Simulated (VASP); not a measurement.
Runs of VASP 6.6.1 on NiO. The structure is that of space group Fm-3m (No. 225), or close to it. The cells are those of the table. 

```tsv
cell	gap on the mesh (eV)	pressure (GPa)	moment (μB)
a = 2.935, b = 2.935, c = 4.356 Å, 4 atoms	0.46	-3.4	4.00
a = 2.962, b = 2.962, c = 4.272 Å, 4 atoms	0.68	-4.0	4.00
a = 2.948, b = 2.948, c = 4.272 Å, 4 atoms	0.61	-2.0	4.00
a = 2.962, b = 2.962, c = 4.189 Å, 4 atoms	(c)	-0.1	4.00
a = 3.021, b = 3.021, c = 4.134 Å, 4 atoms	(a)	-4.9	4.00
a = 2.947, b = 2.947, c = 4.272 Å, 4 atoms	0.61	(b)	4.00
```

Alike in all rows: task single point; level r2SCAN; potentials or basis VASP PAW PBE potentials, release 64 (Ni, O); spin collinear, ferromagnetic start; k mesh 10 × 10 × 8; cutoff (eV) 520; smearing gaussian 0.02 eV.

**Question.** Fill in the values left out.

**Answer.** (a) 0.65; (b) -1.9; (c) 0.74.

Caveats: the PAW data sets were made with another functional, which shifts forces and pressure a little.

A k mesh can miss the band edges.
